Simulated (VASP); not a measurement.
# Na2S (Fm-3m) in VASP: further runs

Na2S is run at these levels: LDA; tasks: single point.

Program: VASP 6.6.1. These are calculated values, not measurements. Logs are shortened: lines on timing, memory, paths and dates and some standing lists are left out, and cuts for length are marked.

## (1) The cell of the first run

It takes space group Fm-3m (No. 225, cubic). The conventional cell has a = 6.413 Å, b = 6.413 Å, c = 6.413 Å, α = 90.00°, β = 90.00°, γ = 90.00°. S (site symmetry m-3m) has 8 Na at 2.78 Å within 3.7 Å. Within 3.7 Å of Na (site symmetry -43m) lie 4 S at 2.78 Å and 6 Na at 3.21 Å.

## (2) Single point, LDA

File INCAR:

```
SYSTEM = Na2S
PREC = Accurate
ENCUT = 500
EDIFF = 1E-6
ISMEAR = -1
SIGMA = 0.05
LREAL = .FALSE.
LASPH = .TRUE.
NELM = 120
ALGO = Normal
ISIF = 2
LWAVE = .FALSE.
LCHARG = .TRUE.
LELF = .TRUE.
LVHAR = .TRUE.
NBANDS = 17
GGA_COMPAT = .FALSE.
```

File KPOINTS:

```
regular mesh
0
G
  7 7 7
  0 0 0
```

File POSCAR:

```
Na2S
1.0
    0.0000000000      3.2066751269      3.2066751269
    3.2066751269      0.0000000000      3.2066751269
    3.2066751269      3.2066751269      0.0000000000
S Na
1 2
Direct
    0.0000000000      0.0000000000      0.0000000000
    0.7500000000      0.7500000000      0.7500000000
    0.2500000000      0.2500000000      0.2500000000
```

Potentials or basis: VASP PAW LDA potentials, release 64 (S, Na_pv).

Launch:

```console
> cat potpaw_LDA.64/S/POTCAR potpaw_LDA.64/Na_pv/POTCAR > POTCAR
> mpirun -np 1 vasp_std > vasp.out
```

OUTCAR:

```text
SYSTEM = Na2S
   PREC = Accurate
   ENCUT = 500
   EDIFF = 1E-6
   ISMEAR = -1
   LREAL = .FALSE.
   LASPH = .TRUE.
   NELM = 120
   ISIF = 2

 ion  position               nearest neighbor table
   1  0.000  0.000  0.000-   2 2.78   2 2.78   2 2.78   2 2.78   3 2.78   3 2.78   3 2.78   3 2.78

   2  0.750  0.750  0.750-   1 2.78   1 2.78   1 2.78   1 2.78
   3  0.250  0.250  0.250-   1 2.78   1 2.78   1 2.78   1 2.78

  LATTYP: Found a face centered cubic cell.
 ALAT       =     6.4133502538

  Lattice vectors:

 A1 = (   0.0000000000,   3.2066751269,   3.2066751269)
 A2 = (   3.2066751269,   0.0000000000,   3.2066751269)
 A3 = (   3.2066751269,   3.2066751269,   0.0000000000)

Analysis of symmetry for initial positions (statically):
=====================================================================
 Subroutine PRICEL returns:
 Original cell was already a primitive cell.

 Routine SETGRP: Setting up the symmetry group for a
 face centered cubic supercell.

 Subroutine GETGRP returns: Found 48 space group operations
 (whereof 48 operations were pure point group operations)
 out of a pool of 48 trial point group operations.

The static configuration has the point symmetry O_h .

Analysis of symmetry for dynamics (positions and initial velocities):
=====================================================================
 Subroutine PRICEL returns:
 Original cell was already a primitive cell.

 Routine SETGRP: Setting up the symmetry group for a
 face centered cubic supercell.

 Subroutine GETGRP returns: Found 48 space group operations
 (whereof 48 operations were pure point group operations)
 out of a pool of 48 trial point group operations.

The dynamic configuration has the point symmetry O_h .

 Subroutine INISYM returns: Found 48 space group operations
 (whereof 48 operations are pure point group operations),
 and found     1 'primitive' translations

----------------------------------------------------------------------------------------

                                     Primitive cell

  volume of cell :      65.9470

  direct lattice vectors                    reciprocal lattice vectors
     0.000000000  3.206675127  3.206675127    -0.155924745  0.155924745  0.155924745
     3.206675127  0.000000000  3.206675127     0.155924745 -0.155924745  0.155924745
     3.206675127  3.206675127  0.000000000     0.155924745  0.155924745 -0.155924745

  length of vectors
     4.534923455  4.534923455  4.534923455     0.270069580  0.270069580  0.270069580

  position of ions in fractional coordinates (direct lattice)
     0.000000000  0.000000000  0.000000000
     0.750000000  0.750000000  0.750000000
     0.250000000  0.250000000  0.250000000

  ion indices of the primitive-cell ions
   primitive index   ion index
                 1           1
                 2           2
                 3           3

----------------------------------------------------------------------------------------

 KPOINTS: regular mesh

Automatic generation of k-mesh.
 Grid dimensions read from file:
 generate k-points for:    7    7    7

 Generating k-lattice:

  Cartesian coordinates                     Fractional coordinates (reciprocal lattice)
    -0.022274964  0.022274964  0.022274964     0.142857143  0.000000000  0.000000000
     0.022274964 -0.022274964  0.022274964     0.000000000  0.142857143  0.000000000
     0.022274964  0.022274964 -0.022274964     0.000000000  0.000000000  0.142857143

  Length of vectors
     0.038581369  0.038581369  0.038581369

  Shift w.r.t. Gamma in fractional coordinates (k-lattice)
     0.000000000  0.000000000  0.000000000

 Subroutine IBZKPT returns following result:
 ===========================================

 Found     20 irreducible k-points:

 Following reciprocal coordinates:
            Coordinates               Weight
  0.000000  0.000000  0.000000      1.000000
  0.142857  0.000000  0.000000      8.000000
  0.285714  0.000000  0.000000      8.000000
  0.428571  0.000000  0.000000      8.000000
  0.142857  0.142857  0.000000      6.000000
  0.285714  0.142857  0.000000     24.000000
[... 12 lines left out ...]
 -0.428571  0.428571  0.142857     24.000000
 -0.285714  0.428571  0.142857     24.000000
   k-points           NKPTS =     20   k-points in BZ     NKDIM =     20   number of bands    NBANDS=     17
   number of dos      NEDOS =    301   number of ions     NIONS =      3
   total plane-waves  NPLWV =  46656
   dimension x,y,z NGX =    36 NGY =   36 NGZ =   36
   dimension x,y,z NGXF=    72 NGYF=   72 NGZF=   72
   ions per type =               1   2
   NGX,Y,Z   is equivalent  to a cutoff of  13.20, 13.20, 13.20 a.u.
   NGXF,Y,Z  is equivalent  to a cutoff of  26.39, 26.39, 26.39 a.u.
 SYSTEM =  Na2S
   PREC   = accura    normal or accurate (medium, high low for compatibility)
   ISTART =      0    job   : 0-new  1-cont  2-samecut
   ICHARG =      2    charge: 1-file 2-atom 10-const
   ISPIN  =      1    spin polarized calculation?
   LNONCOLLINEAR =      F non collinear calculations
   LSORBIT =      F    spin-orbit coupling
   LASPH  =      T    aspherical Exc in radial PAW
   ENCUT  =  500.0 eV  36.75 Ry    6.06 a.u.   8.27  8.27  8.27*2*pi/ulx,y,z
   NELM   =    120;   NELMIN=  2; NELMDL= -5     # of ELM steps
   EDIFF  = 0.1E-05   stopping-criterion for ELM
   LREAL  =      F    real-space projection
   EDIFFG = 0.1E-04   stopping-criterion for IOM
   NSW    =      0    number of steps for IOM
   IBRION =     -1    ionic relax: 0-MD 1-quasi-New 2-CG
   NFREE  =      0    steps in history (QN), initial steepest desc. (CG)
   ISIF   =      2    stress and relaxation
   ISYM   =      2    0-nonsym 1-usesym 2-fastsym
   POTIM  = 0.5000    time-step for ionic-motion
   TEBEG  =    0.0;   TEEND  =   0.0 temperature during run
   PSTRESS=    0.0 pullay stress
   NELECT =      20.0000    total number of electrons
   NUPDOWN=      -1.0000    fix difference up-down
   EMIN   =  10.00;   EMAX   =-10.00  energy-range for DOS
   EFERMI =   0.00;   METHOD = LEGACY
   ISMEAR =    -1;   SIGMA  =   0.05  broadening in eV -4-tet -1-fermi 0-gaus
   EFERMI_NEDOS =   21; number of points for ismear=-14 and -15
   IALGO  =     38    algorithm
   IMIX   =      4    mixing-type and parameters
     AMIX     =   0.40;   BMIX     =  1.00
     AMIX_MAG =   1.60;   BMIX_MAG =  1.00
  volume/ion in A,a.u.               =      21.98       148.34
  Fermi-wavevector in a.u.,A,eV,Ry     =   1.099900  2.078510 16.460056  1.209780
  Thomas-Fermi vector in A             =   2.236302
   LORBIT       =      0    0 simple, 1 ext, 2 COOP (PROOUT), +10 PAW based schemes
   GGA     = CA    functional components
   LHFCALC =     F    Hartree Fock is set to
   AEXX    =    0.0000 exact exchange contribution
   IVDW    =     0    specifies the selected vdW correction
   LEPSILON=     F    determine dielectric tensor
   LRPA    =     F    only Hartree local field effects (RPA)
 non-spin polarized calculation
  energy-cutoff  :      500.00
  volume of cell :       65.95
 maximum number of plane-waves:      1691
 NGX is ok and might be reduce to    36
   NGX = 17   NGY = 17   NGZ = 17

 number of electron      20.0000016 magnetization

 Free energy of the ion-electron system (eV)
  ---------------------------------------------------
  ext. energy  EPLUGINS =         0.00000000
  ---------------------------------------------------
  free energy    TOTEN  =       -10.91167270 eV

  energy without entropy =      -10.91167270  energy(sigma->0) =      -10.91167270

 E-fermi :   1.3628     XC(G=0):  -8.5042

 val. band max:        0.2183897667   @ k =   0.0000   0.0000   0.0000
 cond. band min:       2.6626944637   @ k =   0.0000   0.0000   0.0000
 fundamental gap:      2.4443046971
 Fermi energy:         1.3628446013

 k-point     1 :       0.0000    0.0000    0.0000
  band No.  band energies     occupation
      1     -21.8687      2.00000
      2     -21.8687      2.00000
      3     -21.8687      2.00000
      4     -21.8011      2.00000
      5     -21.8011      2.00000
      6     -21.8011      2.00000
[... 9 lines left out ...]
     16       9.5744      0.00000
     17      11.5098      0.00000

 k-point     2 :       0.1429    0.0000    0.0000
  band No.  band energies     occupation
      1     -21.8667      2.00000
      2     -21.8656      2.00000
      3     -21.8656      2.00000
      4     -21.8063      2.00000
      5     -21.8046      2.00000
      6     -21.8046      2.00000
[... 9 lines left out ...]
     16       9.1370      0.00000
     17      10.9885      0.00000

 k-point     3 :       0.2857    0.0000    0.0000
  band No.  band energies     occupation
      1     -21.8606      2.00000
      2     -21.8567      2.00000
      3     -21.8567      2.00000
      4     -21.8197      2.00000
      5     -21.8145      2.00000
      6     -21.8145      2.00000
[... 9 lines left out ...]
     16       9.6216      0.00000
     17      10.6275      0.00000

 k-point     4 :       0.4286    0.0000    0.0000
  band No.  band energies     occupation
      1     -21.8510      2.00000
      2     -21.8436      2.00000
      3     -21.8436      2.00000
      4     -21.8352      2.00000
      5     -21.8284      2.00000
      6     -21.8284      2.00000
[... 9 lines left out ...]
     16      11.0404      0.00000
     17      11.2755      0.00000

 k-point     5 :       0.1429    0.1429    0.0000
  band No.  band energies     occupation
      1     -21.8715      2.00000
      2     -21.8715      2.00000
      3     -21.8527      2.00000
      4     -21.8205      2.00000
      5     -21.7993      2.00000
      6     -21.7993      2.00000
[... 9 lines left out ...]
     16       9.8560      0.00000
     17      11.9745      0.00000

 k-point     6 :       0.2857    0.1429    0.0000
  band No.  band energies     occupation
      1     -21.8714      2.00000
      2     -21.8705      2.00000
      3     -21.8399      2.00000
      4     -21.8369      2.00000
      5     -21.8023      2.00000
      6     -21.8014      2.00000
[... 9 lines left out ...]
     16      10.2320      0.00000
     17      11.4903      0.00000

 k-point     7 :       0.4286    0.1429    0.0000
  band No.  band energies     occupation
      1     -21.8666      2.00000
      2     -21.8625      2.00000
      3     -21.8574      2.00000
      4     -21.8209      2.00000
      5     -21.8127      2.00000
      6     -21.8102      2.00000
[... 9 lines left out ...]
     16      11.4952      0.00000
     17      11.7257      0.00000

 k-point     8 :      -0.4286    0.1429    0.0000
  band No.  band energies     occupation
      1     -21.8718      2.00000
      2     -21.8539      2.00000
      3     -21.8489      2.00000
      4     -21.8275      2.00000
      5     -21.8237      2.00000
      6     -21.8071      2.00000
[... 9 lines left out ...]
     16      10.9139      0.00000
     17      11.8946      0.00000
[... 123 lines left out ...]
      1     -21.8985      2.00000
      2     -21.8826      2.00000
      3     -21.8826      2.00000
      4     -21.7922      2.00000
      5     -21.7922      2.00000
      6     -21.7877      2.00000
[... 9 lines left out ...]
     16      11.9874      0.00000
     17      12.5897      0.00000

 k-point    16 :      -0.4286    0.4286    0.0000
  band No.  band energies     occupation
      1     -21.9017      2.00000
      2     -21.8802      2.00000
      3     -21.8792      2.00000
      4     -21.7963      2.00000
      5     -21.7956      2.00000
      6     -21.7842      2.00000
[... 9 lines left out ...]
     16      11.8049      0.00000
     17      12.9329      0.00000

 k-point    17 :       0.4286    0.2857    0.1429
  band No.  band energies     occupation
      1     -21.8813      2.00000
      2     -21.8610      2.00000
      3     -21.8608      2.00000
      4     -21.8187      2.00000
      5     -21.8134      2.00000
      6     -21.7937      2.00000
[... 9 lines left out ...]
     16      11.4338      0.00000
     17      12.0377      0.00000

 k-point    18 :      -0.4286    0.2857    0.1429
  band No.  band energies     occupation
      1     -21.8846      2.00000
      2     -21.8755      2.00000
      3     -21.8464      2.00000
      4     -21.8294      2.00000
      5     -21.8038      2.00000
      6     -21.7947      2.00000
[... 9 lines left out ...]
     16      11.0097      0.00000
     17      12.4883      0.00000

 k-point    19 :      -0.4286    0.4286    0.1429
  band No.  band energies     occupation
      1     -21.8956      2.00000
      2     -21.8855      2.00000
      3     -21.8656      2.00000
      4     -21.8097      2.00000
      5     -21.7908      2.00000
      6     -21.7892      2.00000
[... 9 lines left out ...]
     16      11.4173      0.00000
     17      12.8623      0.00000

 k-point    20 :      -0.2857    0.4286    0.1429
  band No.  band energies     occupation
      1     -21.8960      2.00000
      2     -21.8853      2.00000
      3     -21.8487      2.00000
      4     -21.8270      2.00000
      5     -21.7930      2.00000
      6     -21.7871      2.00000
[... 9 lines left out ...]
     16      10.8051      0.00000
     17      13.0053      0.00000

------------------------ aborting loop because EDIFF is reached ----------------------------------------

  FORCE on cell =-STRESS in cart. coord.  units (eV):
  Direction    XX          YY          ZZ          XY          YZ          ZX
  --------------------------------------------------------------------------------------
  -------------------------------------------------------------------------------------
  Total       -0.1829500     -0.1829500     -0.1829500      0.0000000     -0.0000000      0.0000000
  in kB       -4.4447590     -4.4447590     -4.4447590      0.0000000     -0.0000000      0.0000000
  external PRESSURE =      -4.4447590 kB  Pullay stress =       0.0000000 kB

 VOLUME and BASIS-vectors are now :
 -----------------------------------------------------------------------------
  energy-cutoff  :      500.00
  volume of cell :       65.95
      direct lattice vectors                 reciprocal lattice vectors
     0.000000000  3.206675127  3.206675127    -0.155924745  0.155924745  0.155924745
     3.206675127  0.000000000  3.206675127     0.155924745 -0.155924745  0.155924745
     3.206675127  3.206675127  0.000000000     0.155924745  0.155924745 -0.155924745

 POSITION                                       TOTAL-FORCE (eV/Angst)
 -----------------------------------------------------------------------------------
      0.00000      0.00000      0.00000         0.000000      0.000000     -0.000000
      4.81001      4.81001      4.81001        -0.000000     -0.000000      0.000000
      1.60334      1.60334      1.60334         0.000000     -0.000000     -0.000000
 -----------------------------------------------------------------------------------
    total drift:                                0.000000      0.000000      0.000000

  FREE ENERGIE OF THE ION-ELECTRON SYSTEM (eV)
  ---------------------------------------------------
  free  energy   TOTEN  =       -10.9116727009 eV

  energy  without entropy=      -10.9116727009  energy(sigma->0) =      -10.91167270
```

Run time: 9.6 s. Hardware: 1 thread of Intel Xeon 6975P-C (Granite Rapids), shared host; peak memory 0.16 GiB.

What came out:

| Item | Value |
| --- | --- |
| Free energy | -10.9117 eV |
| Pressure | -0.4 GPa |
| Band gap on the k mesh | 2.44 eV |

Expect the measured gap to be larger: semilocal functionals such as LDA lack the derivative discontinuity.

## (3) Single point, LDA

This run uses another cell than the first one, of 22.45 Å³/atom.

File INCAR:

```
SYSTEM = Na2S
PREC = Accurate ; ENCUT = 500
EDIFF = 1E-6 ; ISMEAR = -1
SIGMA = 0.05 ; LREAL = .False.
LASPH = .True. ; NELM = 120
ALGO = Normal ; ISIF = 2
LWAVE = .False. ; LCHARG = .False.
GGA = CA ; NBANDS = 17
GGA_COMPAT = .False.
```

File KPOINTS:

```
Automatic mesh
0
Gamma
  7 7 7
  0 0 0
```

File POSCAR:

```
Na2S
1.0
    0.0000000000      3.2292580901      3.2292580901
    3.2292580901      0.0000000000      3.2292580901
    3.2292580901      3.2292580901      0.0000000000
S Na
1 2
Direct
    0.0000000000      0.0000000000      0.0000000000
    0.7500000000      0.7500000000      0.7500000000
    0.2500000000      0.2500000000      0.2500000000
```

Potentials or basis: VASP PAW LDA potentials, release 64 (S, Na_pv).

Launch:

```console
> cat potpaw_LDA.64/S/POTCAR potpaw_LDA.64/Na_pv/POTCAR > POTCAR
> mpirun -np 1 vasp_std > vasp.out
```

It took 9.8 s on 1 thread of Intel Xeon 6975P-C (Granite Rapids), shared host; peak memory 0.16 GiB.

It converged, with:

| Quantity | Value |
| --- | --- |
| Free energy | -10.9053 eV |
| Pressure | -1.1 GPa |
| Band gap on the k mesh | 2.37 eV |

Levels at points of the mesh, in eV from the valence-band top:
| k point | band 6 | band 7 | band 8 | band 9 | band 10 | band 11 | band 12 | band 13 | band 14 | band 15 |
| --- | --- | --- | --- | --- | --- | --- | --- | --- | --- | --- |
| (0.00, 0.00, 0.00) | -22.06 | -10.15 | 0.00 | 0.00 | 0.00 | 2.37 | 7.66 | 7.66 | 7.66 | 9.31 |

(Part 1 of 2 ends here.)
